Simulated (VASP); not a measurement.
Runs of VASP 6.6.1 on Ba. The structure is cubic, space group Im-3m (No. 229). Conventional cell: a = 5.013 Å, b = 5.013 Å, c = 5.013 Å, α = 90.00°, β = 90.00°, γ = 90.00°. Within 5.7 Å of Ba (site symmetry m-3m) lie 14 Ba at 4.34 to 5.01 Å. 

| level | potentials or basis | gap on the mesh (eV) | pressure (GPa) |
| --- | --- | --- | --- |
| revPBE | VASP PAW PBE potentials, release 64 (Ba_sv) | none | 0.7 |
| LDA | VASP PAW LDA potentials, release 64 (Ba_sv) | none | (a) |
| BLYP | VASP PAW PBE potentials, release 64 (Ba_sv) | none | 0.6 |
| PBE | VASP PAW PBE potentials, release 64 (Ba_sv) | none | 0.2 |

Alike in all rows: task single point; no spin polarisation; cell as given; k mesh 6 × 6 × 6; cutoff (eV) 520; smearing fermi-dirac 0.05 eV.

**Question.** Estimate the missing entries.

**Answer.** (a) -1.1.

Caveats: spin-orbit coupling is left out, which moves the levels of the heavy elements; the PAW data sets were made with another functional, which shifts forces and pressure a little (some runs).

A k mesh can miss the band edges, and the runs leave out spin-orbit coupling on Ba.

A gap of «none» marks levels without a gap at the run's occupations.
